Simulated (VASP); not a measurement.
# CsGaCl (P4/nmm) in VASP: notebook

Runs on CsGaCl. Level: PBE. Tasks: single point.

Program: VASP 6.6.1. These are calculated values, not measurements. Logs are shortened: lines on timing, memory, paths and dates and some standing lists are left out, and cuts for length are marked.

### Step 1. The cell of the first run

Symmetry: P4/nmm, No. 129, tetragonal system. Conventional cell: a = 5.598 Å, b = 5.598 Å, c = 8.294 Å, α = 90.00°, β = 90.00°, γ = 90.00°. Cs (site symmetry 4mm) has 6 Ga at 3.59 to 4.71 Å and 4 Cl at 3.72 Å within 4.8 Å. Ga (site symmetry 4mm) has 4 Cl at 3.02 Å and 1 Cs at 3.59 Å within 4.0 Å. Cl (site symmetry -4m2) has 4 Ga at 3.02 Å and 4 Cs at 3.72 Å and 4 Cl at 3.96 Å within 4.0 Å.

The cell was generated, and may not be a known phase.

### Step 2. Single point, PBE

INCAR

```
  ALGO = Normal
  EDIFF = 1E-7
  ENCUT = 520
  GGA = PE
  ISIF = 2
  ISMEAR = 0
  LASPH = True
  LCHARG = False
  LREAL = False
  LWAVE = False
  NBANDS = 38
  NELM = 80
  PREC = Accurate
  SIGMA = 0.1
```

KPOINTS

```
k-points
0
Gamma
  8 8 4
```

POSCAR

```
CsGaCl
1.0
    5.5975997738      0.0000000000      0.0000000000
    0.0000000000      5.5975997738      0.0000000000
    0.0000000000      0.0000000000      8.2943787668
Cs Ga Cl
2 2 2
Direct
    0.0000000000      0.5000000000      0.2955081286
    0.5000000000      0.0000000000      0.7044918714
    0.0000000000      0.5000000000      0.8631181714
    0.5000000000      0.0000000000      0.1368818286
    0.0000000000      0.0000000000      0.0000000000
    0.5000000000      0.5000000000      0.0000000000
```

Potentials or basis: VASP PAW PBE potentials, release 64 (Cs_sv, Ga_d, Cl).

Run with:

```bash
$ cat potpaw_PBE.64/Cs_sv/POTCAR potpaw_PBE.64/Ga_d/POTCAR potpaw_PBE.64/Cl/POTCAR > POTCAR
$ mpirun -np 1 vasp_std > vasp.out
```

OUTCAR:

```text
EDIFF = 1E-7
   ENCUT = 520
   GGA = PE
   ISIF = 2
   ISMEAR = 0
   LASPH = True
   LREAL = False
   NELM = 80
   PREC = Accurate

 ion  position               nearest neighbor table
   1  0.000  0.500  0.296-
   2  0.500  0.000  0.704-
   3  0.000  0.500  0.863-
   4  0.500  0.000  0.137-
   5  0.000  0.000  0.000-
   6  0.500  0.500  0.000-

  LATTYP: Found a simple tetragonal cell.
 ALAT       =     5.5975997738
 C/A-ratio  =     1.4817741714

  Lattice vectors:

 A1 = (   5.5975997738,   0.0000000000,   0.0000000000)
 A2 = (   0.0000000000,   5.5975997738,   0.0000000000)
 A3 = (   0.0000000000,   0.0000000000,   8.2943787668)

Analysis of symmetry for initial positions (statically):
=====================================================================
 Subroutine PRICEL returns:
 Original cell was already a primitive cell.

 Routine SETGRP: Setting up the symmetry group for a
 simple tetragonal supercell.

 Subroutine GETGRP returns: Found 16 space group operations
 (whereof  8 operations were pure point group operations)
 out of a pool of 16 trial point group operations.

The static configuration has the point symmetry D_2d.
 The point group associated with its full space group is D_4h.

Analysis of symmetry for dynamics (positions and initial velocities):
=====================================================================
 Subroutine PRICEL returns:
 Original cell was already a primitive cell.

 Routine SETGRP: Setting up the symmetry group for a
 simple tetragonal supercell.

 Subroutine GETGRP returns: Found 16 space group operations
 (whereof  8 operations were pure point group operations)
 out of a pool of 16 trial point group operations.

The dynamic configuration has the point symmetry D_2d.
 The point group associated with its full space group is D_4h.

 Subroutine INISYM returns: Found 16 space group operations
 (whereof  8 operations are pure point group operations),
 and found     1 'primitive' translations

----------------------------------------------------------------------------------------

                                     Primitive cell

  volume of cell :     259.8888
[... 95 lines left out ...]
   ENCUT  =  520.0 eV  38.22 Ry    6.18 a.u.  10.41 10.41 15.42*2*pi/ulx,y,z
   NELM   =     80;   NELMIN=  2; NELMDL= -5     # of ELM steps
   EDIFF  = 0.1E-06   stopping-criterion for ELM
   LREAL  =      F    real-space projection
   EDIFFG = 0.1E-05   stopping-criterion for IOM
   NSW    =      0    number of steps for IOM
   IBRION =     -1    ionic relax: 0-MD 1-quasi-New 2-CG
   NFREE  =      0    steps in history (QN), initial steepest desc. (CG)
   ISIF   =      2    stress and relaxation
   ISYM   =      2    0-nonsym 1-usesym 2-fastsym
   POTIM  = 0.5000    time-step for ionic-motion
   TEBEG  =    0.0;   TEEND  =   0.0 temperature during run
   PSTRESS=    0.0 pullay stress
   NELECT =      58.0000    total number of electrons
   NUPDOWN=      -1.0000    fix difference up-down
   EMIN   =  10.00;   EMAX   =-10.00  energy-range for DOS
   EFERMI =   0.00;   METHOD = LEGACY
   ISMEAR =     0;   SIGMA  =   0.10  broadening in eV -4-tet -1-fermi 0-gaus
   EFERMI_NEDOS =   21; number of points for ismear=-14 and -15
   IALGO  =     38    algorithm
   IMIX   =      4    mixing-type and parameters
     AMIX     =   0.40;   BMIX     =  1.00
     AMIX_MAG =   1.60;   BMIX_MAG =  1.00
  volume/ion in A,a.u.               =      43.31       292.30
  Fermi-wavevector in a.u.,A,eV,Ry     =   0.993013  1.876523 13.416365  0.986075
  Thomas-Fermi vector in A             =   2.124865
   LORBIT       =      0    0 simple, 1 ext, 2 COOP (PROOUT), +10 PAW based schemes
   GGA     = PE    functional components
   LHFCALC =     F    Hartree Fock is set to
   AEXX    =    0.0000 exact exchange contribution
   IVDW    =     0    specifies the selected vdW correction
   LEPSILON=     F    determine dielectric tensor
   LRPA    =     F    only Hartree local field effects (RPA)
 non-spin polarized calculation
 Gauss-broadening in eV      SIGMA  =   0.10
  energy-cutoff  :      520.00
  volume of cell :      259.89
 maximum number of plane-waves:      7043
 NGX is ok and might be reduce to    42
   NGX = 21   NGY = 21   NGZ = 31

 number of electron      57.9999992 magnetization

 Free energy of the ion-electron system (eV)
  ---------------------------------------------------
  ext. energy  EPLUGINS =         0.00000000
  ---------------------------------------------------
  free energy    TOTEN  =       -14.61784437 eV

  energy without entropy =      -14.58999474  energy(sigma->0) =      -14.60391955

 E-fermi :   2.3885     XC(G=0):  -7.3283

 val. band max:        2.3864533109   @ k =   0.2500   0.2500   0.2500
 cond. band min:       2.4085642687   @ k =   0.3750   0.2500   0.2500
 fundamental gap:      0.0221109578
 Fermi energy:         2.3885359727

 k-point     1 :       0.0000    0.0000    0.0000
  band No.  band energies     occupation
      1     -20.9826      2.00000
      2     -20.9723      2.00000
      3     -14.2923      2.00000
      4     -14.1181      2.00000
      5     -13.5586      2.00000
      6     -13.5559      2.00000
[... 973 lines left out ...]
     37       5.9296      0.00000
     38       5.9296      0.00000

 [... further k-points ...]

------------------------ aborting loop because EDIFF is reached ----------------------------------------

  FORCE on cell =-STRESS in cart. coord.  units (eV):
  Direction    XX          YY          ZZ          XY          YZ          ZX
  --------------------------------------------------------------------------------------
  -------------------------------------------------------------------------------------
  Total        0.0122660      0.0122660     -0.0073888      0.0000000      0.0000000      0.0000000
  in kB        0.0756183      0.0756183     -0.0455508      0.0000000      0.0000000      0.0000000
  external PRESSURE =       0.0352286 kB  Pullay stress =       0.0000000 kB

 VOLUME and BASIS-vectors are now :
 -----------------------------------------------------------------------------
  energy-cutoff  :      520.00
  volume of cell :      259.89
      direct lattice vectors                 reciprocal lattice vectors
     5.597599774  0.000000000  0.000000000     0.178647999  0.000000000  0.000000000
     0.000000000  5.597599774  0.000000000     0.000000000  0.178647999  0.000000000
     0.000000000  0.000000000  8.294378767     0.000000000  0.000000000  0.120563580

 POSITION                                       TOTAL-FORCE (eV/Angst)
 -----------------------------------------------------------------------------------
      0.00000      2.79880      2.45106         0.000000     -0.000000      0.004443
      2.79880      0.00000      5.84332         0.000000     -0.000000     -0.004443
      0.00000      2.79880      7.15903         0.000000      0.000000     -0.001713
      2.79880      0.00000      1.13535         0.000000     -0.000000      0.001713
      0.00000      0.00000      0.00000        -0.000000     -0.000000      0.000000
      2.79880      2.79880      0.00000         0.000000      0.000000      0.000000
 -----------------------------------------------------------------------------------
    total drift:                                0.000000      0.000000     -0.000000

  FREE ENERGIE OF THE ION-ELECTRON SYSTEM (eV)
  ---------------------------------------------------
  free  energy   TOTEN  =       -14.6178443676 eV

  energy  without entropy=      -14.5899947352  energy(sigma->0) =      -14.60391955
```

Wall time 10 min (1 thread of Intel Xeon 8259CL, shared host); peak memory 0.59 GiB.

Results:

- Free energy: -14.6178 eV
- Pressure: 0.0 GPa
- Largest force: 0.004 eV/Å
- Band gap on the k mesh: zero (bands 29 and 30 overlap by 0.94 eV)

Forces on the atoms (eV/Å):
```
Cs   0.000  0.000  0.004
Cs   0.000  0.000 -0.004
Ga   0.000  0.000 -0.002
Ga   0.000  0.000  0.002
Cl   0.000  0.000  0.000
Cl   0.000  0.000  0.000
```

Caveat: spin-orbit coupling is left out, which moves the levels of the heavy elements.

### Step 3. Single point, PBE

This run uses another cell than the first one, of 43.19 Å³/atom.

INCAR

```
SYSTEM = CsGaCl
PREC     = Accurate       ! precision mode
ENCUT    = 520            ! plane-wave cutoff, eV
EDIFF    = 1E-6           ! SCF threshold, eV
ISMEAR   = 0              ! smearing method
SIGMA    = 0.1            ! smearing width, eV
LREAL    = .FALSE.        ! projectors in reciprocal space
LASPH    = .TRUE.         ! aspherical terms in the spheres
NELM     = 100            ! most SCF steps
ALGO     = Normal         ! electronic algorithm
ISIF     = 2              ! what is computed and relaxed
LWAVE    = .FALSE.        ! write WAVECAR
LCHARG   = .TRUE.         ! write CHGCAR
GGA      = PE             ! functional
LELF     = .TRUE.         ! ELF
LVHAR    = .TRUE.       
NBANDS   = 38             ! bands
```

KPOINTS

```
regular mesh
0
G
  8 8 6
  0 0 0
```

POSCAR

```
CsGaCl
1.0
    5.6140406920      0.0000000000      0.0000000000
    0.0000000000      5.6140406920      0.0000000000
    0.0000000000      0.0000000000      8.2213532584
Cs Ga Cl
2 2 2
Direct
    0.0000000000      0.5000000000      0.2966453834
    0.5000000000      0.0000000000      0.7033546166
    0.0000000000      0.5000000000      0.8630078428
    0.5000000000      0.0000000000      0.1369921572
    0.0000000000      0.0000000000      0.0000000000
    0.5000000000      0.5000000000      0.0000000000
```

Potentials or basis: VASP PAW PBE potentials, release 64 (Cs_sv, Ga_d, Cl).

Run with:

```bash
$ cat potpaw_PBE.64/Cs_sv/POTCAR potpaw_PBE.64/Ga_d/POTCAR potpaw_PBE.64/Cl/POTCAR > POTCAR
$ mpirun -np 1 vasp_std > vasp.out
```

Wall time 11 min (1 thread of Intel Xeon 8259CL, shared host); peak memory 0.68 GiB.

Results (log left out):

| Quantity | Value |
| --- | --- |
| Free energy | -14.6210 eV |
| Pressure | 0.0 GPa |
| Largest force | 0.009 eV/Å |
| Band gap on the k mesh | zero (bands 29 and 30 overlap by 0.94 eV) |

Forces in eV/Å, atoms in the order of the input:
```
Cs   0.000  0.000  0.005
Cs   0.000  0.000 -0.005
Ga   0.000  0.000 -0.009
Ga   0.000  0.000  0.009
Cl   0.000  0.000  0.000
Cl   0.000  0.000  0.000
```

Levels at points of the mesh, in eV from the Fermi level:
```tsv
k point	band 25	band 26	band 27	band 28	band 29	band 30	band 31	band 32	band 33	band 34
(0.00, 0.00, 0.00)	-4.72	-4.60	-4.60	-3.88	-0.67	0.24	1.40	1.40	1.57	1.58
(0.50, 0.00, 0.00)	-4.92	-4.92	-3.52	-3.52	0.20	0.20	0.91	0.91	1.15	1.15
(0.50, 0.50, 0.00)	-4.31	-4.31	-3.43	-3.43	0.41	0.41	0.95	0.95	1.44	1.44
(0.00, 0.00, 0.50)	-4.72	-4.60	-4.60	-3.83	-1.00	-0.53	1.49	1.49	2.05	2.30
(0.50, 0.00, 0.50)	-4.93	-4.93	-3.51	-3.51	-0.07	-0.07	0.43	0.43	1.24	1.24
(0.50, 0.50, 0.50)	-4.31	-4.31	-3.50	-3.50	0.38	0.38	0.43	0.43	1.00	1.00
```

Caveat: spin-orbit coupling is left out, which moves the levels of the heavy elements.

The gap in the log of VASP goes by the Fermi energy; the results here count the filled bands.